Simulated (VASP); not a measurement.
# InSe: electric field gradients with PBE

The system is InSe.

```
CELL_PARAMETERS angstrom
5.90676 -2.06861 0.00000
5.90676 2.06861 0.00000
-1.61001 0.00000 4.35229
ATOMIC_POSITIONS crystal
In 0.88400 0.88400 0.00500
In 0.11600 0.11600 0.99500
Se 0.66000 0.66000 0.64200
Se 0.34000 0.34000 0.35800
```

* Program: VASP 6.6.1
* Task: electric field gradients
* Functional: PBE
* Potentials or basis: VASP PAW PBE potentials, release 64 (In_d, Se)
* Cutoff: 520 eV
* k mesh: 7 × 7 × 6
* Occupations: fermi-dirac, width 0.02 eV
* Spin: no spin polarisation
* Dipole correction: no
* Further INCAR settings: ALGO = Normal; EDIFF = 1e-08; NBANDS = 27

- Pressure: 1.8 GPa
- Largest force: 0.706 eV/Å
- Band gap on the k mesh: 0.90 eV (least direct gap 1.32 eV)
- Largest electric field gradient by atom: In -182.4; Se +76.3 V/Å²

Forces in eV/Å, atoms in the order of the input:
```
In  -0.191  0.000  0.505
In   0.191  0.000 -0.505
Se  -0.705  0.000 -0.030
Se   0.705  0.000  0.030
```

Stress tensor (GPa, compression positive):
```
3.78 0.00 2.08
0.00 0.35 0.00
2.08 0.00 1.12
```

Levels at points of the mesh, in eV from the valence-band top:
| k point | band 16 | band 17 | band 18 | band 19 | band 20 | band 21 | band 22 | band 23 |
| --- | --- | --- | --- | --- | --- | --- | --- | --- |
| (0.00, 0.00, 0.00) | -2.69 | -2.20 | -1.69 | -1.08 | 2.71 | 3.54 | 4.38 | 4.61 |
| (0.00, 0.00, 0.50) | -1.54 | -1.54 | -1.10 | -0.36 | 1.08 | 2.29 | 3.37 | 3.61 |

Electric field gradients, principal values (V/Å²):
```csv
atom,least,middle,greatest (by size)
1 In,85.657,96.762,-182.419
2 In,85.657,96.762,-182.419
3 Se,-25.573,-50.757,76.330
4 Se,-25.573,-50.757,76.330
```

Run time: 10 min on 1 thread of Intel Xeon 8259CL (shared host), peak memory 0.42 GiB.

Caveat: without QUAD_EFG the Cq values of the log hold for a quadrupole moment of 1 mb, not for the nuclei; spin-orbit coupling is left out, which moves the levels of the heavy elements; an odd mesh through Γ misses points on the zone boundary, where band edges can lie.
